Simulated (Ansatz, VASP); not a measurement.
**BN in VASP and in Ansatz**

File POSCAR:

```
BN
1.0
    0.0000000000      1.8048254497      1.8499460859
    1.8048254497      0.0000000000      1.8499460859
    1.8048254497      1.8048254497      0.0000000000
B N
1 1
Direct
    0.0000000000      0.0000000000      0.0000000000
    0.2500000000      0.2500000000      0.2500000000
```

The input INCAR.step1:

```
SYSTEM = BN
ALGO = Normal
EDIFF = 1E-5
ENCUT = 520
GGA = PE
ISIF = 2
ISMEAR = 0
LASPH = .TRUE.
LREAL = .FALSE.
LWAVE = .TRUE.
NBANDS = 11
NELM = 60
PREC = Accurate
SIGMA = 0.01
```

The input INCAR.step2:

```
SYSTEM = BN
ALGO = Normal
EDIFF = 1E-6
ENCUT = 520
GGA = PE
HFSCREEN = 0.2079
ISIF = 2
ISMEAR = 0
ISTART = 1
LASPH = .TRUE.
LCHARG = .TRUE.
LELF = .TRUE.
LHFCALC = .TRUE.
LREAL = .FALSE.
LVHAR = .TRUE.
LWAVE = .FALSE.
NBANDS = 11
NELM = 60
PREC = Accurate
PRECFOCK = Normal
SIGMA = 0.01
```

The input KPOINTS:

```
k-points
0
G
  8 8 8
  0 0 0
```

Input for Ansatz:

```yaml
crystal:
  lattice:
    - [0.0, 1.8048254497, 1.8499460859]
    - [1.8048254497, 0.0, 1.8499460859]
    - [1.8048254497, 1.8048254497, 0.0]
  atoms:
    - { symbol: B, position: [0.0, 0.0, 0.0] }
    - { symbol: "N", position: [0.25, 0.25, 0.25] }
kpoints:
  mp_grid: { grid: [8, 8, 8] }
  band_path:
    path:
      - [0.0, 0.0, 0.0]
      - [-0.5, -0.5, 0.0]
      - [-0.375, -0.375, 0.25]
      - [-0.375, 0.0, 0.375]
      - [0.0, 0.0, 0.5]
      - [-0.5, -0.25, 0.25]
      - [0.0, 0.5, 0.5]
    npoints: 1
hamiltonian:
  xc: hse06
scf:
  occupations: { method: fixed }
  n_extra_bands: 4
output:
  forces: true
  stress: true
  eigenvalues: true
```

Change from the starting cell: uniaxial_z strain +2.5%.

Alike in both runs: task single point; functional HSE06; k mesh 8 × 8 × 8; no spin polarisation.

|  | VASP | Ansatz |
| --- | --- | --- |
| version | VASP 6.6.1 | Ansatz 0.2.0 |
| potentials or method | VASP PAW PBE potentials, release 64 (B, N) | plane waves, PAW |
| plane-wave cutoff (eV) | 520 | 420 |
| occupations | gaussian, width 0.01 eV | fixed |
| valence electrons in the cell | 8 | 8 |

```csv
,VASP,Ansatz,Ansatz less VASP
gap on the k mesh at the Fermi level (eV),5.52,5.54,+0.014
pressure (GPa),-13.2,-13.6,-0.41
"traceless stress, the component that is largest in VASP (GPa)",-10.78,-10.79,-0.002
```

Ansatz's warnings: stress exchange threshold loose, stress scf threshold loose.
